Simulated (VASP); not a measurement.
Zn:

```
Zn
1.0
     1.46719    0.84708    7.09082
    -1.46719    0.84708    7.09082
     0.00000   -1.69416    7.09082
Zn
3
Cartesian
  0.0000 0.0000 0.0000
  0.0000 0.0000 4.7272
  0.0000 0.0000 16.5453
```

| Quantity | Value |
| --- | --- |
| Program | VASP 6.6.1 |
| Task | relaxation of cell and atoms |
| Functional | r2SCAN |
| Potentials or basis | VASP PAW PBE potentials, release 64 (Zn) |
| Cutoff | 600 eV |
| k mesh | 6 × 6 × 6 |
| Occupations | gaussian, width 0.1 eV |
| Spin | no spin polarisation |

At the start: pressure -10.6 GPa; volume 17.63 Å³/atom.

Question: Where does the relaxation end?

Answer: Over 13 steps the energy falls by 182.5 meV/atom and the volume is 14.33 Å³/atom (-18.7 %); space group R-3m (No. 166, to 0.1 Å) before and after.

Step by step:
```
step  energy change (eV)  largest force (eV/Å)  pressure (GPa)  volume (Å³)
   1              0.0000                0.0014          -10.61        52.88
   2             -0.4282                0.0558           -3.14        44.44
   3             -0.4486                0.0650           -0.49        42.98
   4             -0.4495                0.0669            0.22        42.66
   5             -0.4750                0.0273            0.21        42.52
   6             -0.5407                0.0987            1.93        42.03
   7             -0.5409                0.1106            2.21        41.96
   8             -0.5433                0.0896            0.18        42.99
   9             -0.5451                0.0974            1.08        42.56
  10             -0.5450                0.0959            0.79        42.65
  11             -0.5474                0.0570           -0.01        42.97
  12             -0.5474                0.0517           -0.11        43.02
  13             -0.5476                0.0268           -0.04        42.98
```

Final structure:
```
Zn
1.0
     1.41772    0.81852    6.17255
    -1.41772    0.81852    6.17255
     0.00000   -1.63705    6.17255
Zn
3
Direct
  0.00000 0.00000 0.00000
  0.22192 0.22192 0.22192
  0.77808 0.77808 0.77808
```

Caveat: the k points lie up to 0.43 Å⁻¹ apart in the final cell, too coarse for converged energies and pressures of a metal; the volume moved by over 15 % at a fixed basis, so the end points are rough; the PAW data sets were made with another functional, which shifts forces and pressure a little.
